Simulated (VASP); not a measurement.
# K7NaCl8 in VASP: further runs, part 2 of 2

VASP 6.6.1. The steps go on from the part before.

## (3) Single point, PBE

The input, INCAR:

```
PREC     = Accurate       # precision mode
ENCUT    = 520            # plane-wave cutoff, eV
EDIFF    = 1E-6           # SCF threshold, eV
ISMEAR   = -1             # smearing method
SIGMA    = 0.05           # smearing width, eV
LREAL    = Auto         
LASPH    = T              # aspherical terms in the spheres
NELM     = 80             # most SCF steps
ALGO     = Normal         # electronic algorithm
ISIF     = 2              # what is computed and relaxed
LWAVE    = F              # write WAVECAR
LCHARG   = T              # write CHGCAR
GGA      = PE             # functional
LELF     = T              # ELF
LVHAR    = T            
ISYM     = 0            
NBANDS   = 77             # bands
```

The input, KPOINTS:

```
Automatic mesh
0
Gamma
  1 1 1
```

The input, POSCAR:

```
K7NaCl8
1.0
    8.0552110000      0.0523980000     -0.0749070000
    0.0523980000      8.1439380000      0.0866740000
   -0.0749070000      0.0866740000      8.1384140000
Na Cl K
1 8 7
Direct
    0.5562319471      0.3108304577      0.7883054054
    0.3322380321      0.4972160688      0.6308299441
    0.8255959104      0.5484626986      0.8060342540
    0.8297531429      0.8657399466      0.1858128838
    0.8622001049      0.4001414098      0.3073194564
    0.3382942505      0.8284398480      0.2681346036
    0.6956739901      0.0513724287      0.6647922062
    0.4048755430      0.3123764144      0.0642774008
    0.1616600954      0.9533909774      0.8605732349
    0.0882919019      0.7578872231      0.5639883354
    0.0255376610      0.2675212649      0.6522865280
    0.0795941372      0.5973795143      0.0523190251
    0.5920504001      0.1388063090      0.3335344972
    0.1094332368      0.1166192296      0.1765713148
    0.6326486646      0.6738371625      0.4432055989
    0.5566225359      0.8036848731      0.9085459823
```

Potentials or basis: VASP PAW PBE potentials, release 64 (Na_pv, Cl, K_sv).

Started as:

```bash
$ cat potpaw_PBE.64/Na_pv/POTCAR potpaw_PBE.64/Cl/POTCAR potpaw_PBE.64/K_sv/POTCAR > POTCAR
$ mpirun -np 1 vasp_gam > vasp.out
```

OUTCAR:

```text
PREC = Accurate
   ENCUT = 520
   EDIFF = 1E-6
   ISMEAR = -1
   LREAL = Auto
   LASPH = T
   NELM = 80
   ISIF = 2
   GGA = PE
   ISYM = 0

 ion  position               nearest neighbor table
   1  0.556  0.311  0.788-   8 2.58   7 2.61   2 2.64
   2  0.332  0.497  0.631-   1 2.64  10 2.91  11 3.12  15 3.22
   3  0.826  0.548  0.806-  12 2.88  11 3.08  16 3.12
   4  0.830  0.866  0.186-  14 3.06  15 3.07  12 3.17  16 3.18  13 3.19
   5  0.862  0.400  0.307-  13 3.07  15 3.11  12 3.17  11 3.24
   6  0.338  0.828  0.268-  15 2.99  14 3.04  10 3.21
   7  0.696  0.051  0.665-   1 2.61  13 2.88  16 3.04  11 3.21
   8  0.405  0.312  0.064-   1 2.58  13 2.96  14 3.03
   9  0.162  0.953  0.861-  14 2.95  10 2.97  11 3.21
  10  0.088  0.758  0.564-   2 2.91   9 2.97   6 3.21
  11  0.026  0.268  0.652-   3 3.08   2 3.12   7 3.21   9 3.21   5 3.24
  12  0.080  0.597  0.052-   3 2.88   5 3.17   4 3.17
  13  0.592  0.139  0.334-   7 2.88   8 2.96   5 3.07   4 3.19
  14  0.109  0.117  0.177-   9 2.95   8 3.03   6 3.04   4 3.06
  15  0.633  0.674  0.443-   6 2.99   4 3.07   5 3.11   2 3.22
  16  0.557  0.804  0.909-   7 3.04   3 3.12   4 3.18

IMPORTANT INFORMATION: All symmetrisations will be switched off!
NOSYMM: (Re-)initialisation of all symmetry stuff for point group C_1.

----------------------------------------------------------------------------------------

                                     Primitive cell

  volume of cell :     533.7600

  direct lattice vectors                    reciprocal lattice vectors
     8.055211000  0.052398000 -0.074907000     0.124159224 -0.000811093  0.001151415
     0.052398000  8.143938000  0.086674000    -0.000811093  0.122809937 -0.001315390
    -0.074907000  0.086674000  8.138414000     0.001151415 -0.001315390  0.122898670

  length of vectors
     8.055729692  8.144567765  8.139220225     0.124167212  0.122819659  0.122911103

  position of ions in fractional coordinates (direct lattice)
     0.556231947  0.310830458  0.788305405
     0.332238032  0.497216069  0.630829944
     0.825595910  0.548462699  0.806034254
     0.829753143  0.865739947  0.185812884
     0.862200105  0.400141410  0.307319456
     0.338294250  0.828439848  0.268134604
[... 8 lines left out ...]
     0.632648665  0.673837163  0.443205599
     0.556622536  0.803684873  0.908545982

  ion indices of the primitive-cell ions
   primitive index   ion index
                 1           1
                 2           2
                 3           3
                 4           4
                 5           5
                 6           6
[... 8 lines left out ...]
                15          15
                16          16

----------------------------------------------------------------------------------------

 KPOINTS: Automatic mesh

Automatic generation of k-mesh.
 Grid dimensions read from file:
 generate k-points for:    1    1    1

 Generating k-lattice:

  Cartesian coordinates                     Fractional coordinates (reciprocal lattice)
     0.124159224 -0.000811093  0.001151415     1.000000000 -0.000000000  0.000000000
    -0.000811093  0.122809937 -0.001315390     0.000000000  1.000000000  0.000000000
     0.001151415 -0.001315390  0.122898670     0.000000000  0.000000000  1.000000000

  Length of vectors
     0.124167212  0.122819659  0.122911103

  Shift w.r.t. Gamma in fractional coordinates (k-lattice)
     0.000000000  0.000000000  0.000000000

 Subroutine IBZKPT returns following result:
 ===========================================

 Found      1 irreducible k-points:

 Following reciprocal coordinates:
            Coordinates               Weight
  0.000000  0.000000  0.000000      1.000000
   k-points           NKPTS =      1   k-points in BZ     NKDIM =      1   number of bands    NBANDS=     77
   number of dos      NEDOS =    301   number of ions     NIONS =     16
   total plane-waves  NPLWV = 245760
   dimension x,y,z NGX =    60 NGY =   64 NGZ =   64
   dimension x,y,z NGXF=   120 NGYF=  128 NGZF=  128
   ions per type =               1   8   7
   NGX,Y,Z   is equivalent  to a cutoff of  12.38, 13.06, 13.07 a.u.
   NGXF,Y,Z  is equivalent  to a cutoff of  24.76, 26.13, 26.14 a.u.
 SYSTEM =  unknown system
   PREC   = accura    normal or accurate (medium, high low for compatibility)
   ISTART =      0    job   : 0-new  1-cont  2-samecut
   ICHARG =      2    charge: 1-file 2-atom 10-const
   ISPIN  =      1    spin polarized calculation?
   LNONCOLLINEAR =      F non collinear calculations
   LSORBIT =      F    spin-orbit coupling
   LASPH  =      T    aspherical Exc in radial PAW
   ENCUT  =  520.0 eV  38.22 Ry    6.18 a.u.  14.98 15.14 15.13*2*pi/ulx,y,z
   NELM   =     80;   NELMIN=  2; NELMDL= -5     # of ELM steps
   EDIFF  = 0.1E-05   stopping-criterion for ELM
   LREAL  =      T    real-space projection
   EDIFFG = 0.1E-04   stopping-criterion for IOM
   NSW    =      0    number of steps for IOM
   IBRION =     -1    ionic relax: 0-MD 1-quasi-New 2-CG
   NFREE  =      0    steps in history (QN), initial steepest desc. (CG)
   ISIF   =      2    stress and relaxation
   ISYM   =      0    0-nonsym 1-usesym 2-fastsym
   POTIM  = 0.5000    time-step for ionic-motion
   TEBEG  =    0.0;   TEEND  =   0.0 temperature during run
   PSTRESS=    0.0 pullay stress
   NELECT =     126.0000    total number of electrons
   NUPDOWN=      -1.0000    fix difference up-down
   EMIN   =  10.00;   EMAX   =-10.00  energy-range for DOS
   EFERMI =   0.00;   METHOD = LEGACY
   ISMEAR =    -1;   SIGMA  =   0.05  broadening in eV -4-tet -1-fermi 0-gaus
   EFERMI_NEDOS =   21; number of points for ismear=-14 and -15
   IALGO  =     38    algorithm
   IMIX   =      4    mixing-type and parameters
     AMIX     =   0.40;   BMIX     =  1.00
     AMIX_MAG =   1.60;   BMIX_MAG =  1.00
  volume/ion in A,a.u.               =      33.36       225.12
  Fermi-wavevector in a.u.,A,eV,Ry     =   1.011773  1.911973 13.928070  1.023684
  Thomas-Fermi vector in A             =   2.144842
   LORBIT       =      0    0 simple, 1 ext, 2 COOP (PROOUT), +10 PAW based schemes
   GGA     = PE    functional components
   LHFCALC =     F    Hartree Fock is set to
   AEXX    =    0.0000 exact exchange contribution
   IVDW    =     0    specifies the selected vdW correction
   LEPSILON=     F    determine dielectric tensor
   LRPA    =     F    only Hartree local field effects (RPA)
 non-spin polarized calculation
  energy-cutoff  :      520.00
  volume of cell :      533.76
 maximum number of plane-waves:      7178
 NGX is ok and might be reduce to    60
   NGX = 29   NGY = 31   NGZ = 31

 number of electron     126.0000002 magnetization

 Free energy of the ion-electron system (eV)
  ---------------------------------------------------
  ext. energy  EPLUGINS =         0.00000000
  ---------------------------------------------------
  free energy    TOTEN  =       -52.21363601 eV

  energy without entropy =      -52.21363601  energy(sigma->0) =      -52.21363601

 E-fermi :  -0.4415     XC(G=0):  -7.1152

 val. band max:       -1.6498944962   @ k =   0.0000   0.0000   0.0000
 cond. band min:       2.5030759118   @ k =   0.0000   0.0000   0.0000
 fundamental gap:      4.1529704080
 Fermi energy:        -0.4415267789

 k-point     1 :       0.0000    0.0000    0.0000
  band No.  band energies     occupation
      1     -29.9428      2.00000
      2     -29.8522      2.00000
      3     -29.7008      2.00000
      4     -29.6758      2.00000
      5     -29.4575      2.00000
      6     -29.4262      2.00000
[... 67 lines left out ...]
     74       5.7757      0.00000
     75       5.9186      0.00000
 [bands above 75 left out]

------------------------ aborting loop because EDIFF is reached ----------------------------------------

  FORCE on cell =-STRESS in cart. coord.  units (eV):
  Direction    XX          YY          ZZ          XY          YZ          ZX
  --------------------------------------------------------------------------------------
  -------------------------------------------------------------------------------------
  Total        0.6993780      1.6146587      4.3955583     -0.0380481     -0.9626212      1.2546182
  in kB        2.0993097      4.8466908     13.1940648     -0.1142083     -2.8894819      3.7659640
  external PRESSURE =       6.7133551 kB  Pullay stress =       0.0000000 kB

 VOLUME and BASIS-vectors are now :
 -----------------------------------------------------------------------------
  energy-cutoff  :      520.00
  volume of cell :      533.76
      direct lattice vectors                 reciprocal lattice vectors
     8.055211000  0.052398000 -0.074907000     0.124159224 -0.000811093  0.001151415
     0.052398000  8.143938000  0.086674000    -0.000811093  0.122809937 -0.001315390
    -0.074907000  0.086674000  8.138414000     0.001151415 -0.001315390  0.122898670

 POSITION                                       TOTAL-FORCE (eV/Angst)
 -----------------------------------------------------------------------------------
      4.43780      2.62886      6.40083         0.082004      0.167270      0.181000
      2.65505      4.12138      5.15216         0.171922     -0.132887     -0.072842
      6.61871      4.57977      6.54554        -0.320101     -0.139124     -0.526371
      6.71528      7.11012      1.52511        -0.076437      0.130881      0.211930
      6.94315      3.33054      2.47119         0.341519     -0.188376      0.273310
      2.74836      6.78773      2.22865        -0.019673      0.061412      0.249862
[... 8 lines left out ...]
      5.09823      5.55925      3.61800        -0.042572     -0.178333     -0.036915
      4.45777      6.65307      7.42209        -0.153998      0.027371      0.321834
 -----------------------------------------------------------------------------------
    total drift:                               -0.005799     -0.009466     -0.012937

  FREE ENERGIE OF THE ION-ELECTRON SYSTEM (eV)
  ---------------------------------------------------
  free  energy   TOTEN  =       -52.2136360066 eV

  energy  without entropy=      -52.2136360066  energy(sigma->0) =      -52.21363601
```

Wall time 46 s (1 thread of Intel Xeon 6975P-C (Granite Rapids), shared host); peak memory 0.5 GiB.

Results:

```yaml
Free_energy: -52.2136 eV
Pressure: 0.7 GPa
Largest_force: 0.632 eV/Å
Band_gap_on_the_k_mesh: 4.15 eV
```

Forces in eV/Å, atoms in the order of the input:
```
Na   0.082  0.167  0.181
Cl   0.172 -0.133 -0.073
Cl  -0.320 -0.139 -0.526
Cl  -0.076  0.131  0.212
Cl   0.342 -0.188  0.273
Cl  -0.020  0.061  0.250
Cl   0.129 -0.170  0.054
Cl  -0.235  0.228  0.144
Cl   0.152 -0.031 -0.458
K   -0.175  0.058 -0.191
K   -0.028 -0.078  0.078
K    0.316  0.296  0.345
K   -0.008 -0.020 -0.427
K   -0.134 -0.031 -0.147
K   -0.043 -0.178 -0.037
K   -0.154  0.027  0.322
```

Levels at points of the mesh, in eV from the valence-band top:
```
           k point  band 60  band 61  band 62  band 63  band 64  band 65  band 66  band 67
(0.00, 0.00, 0.00)    -0.26    -0.24    -0.12     0.00     4.15     5.96     6.42     6.53
```

Caveat: the k points lie up to 0.78 Å⁻¹ apart.
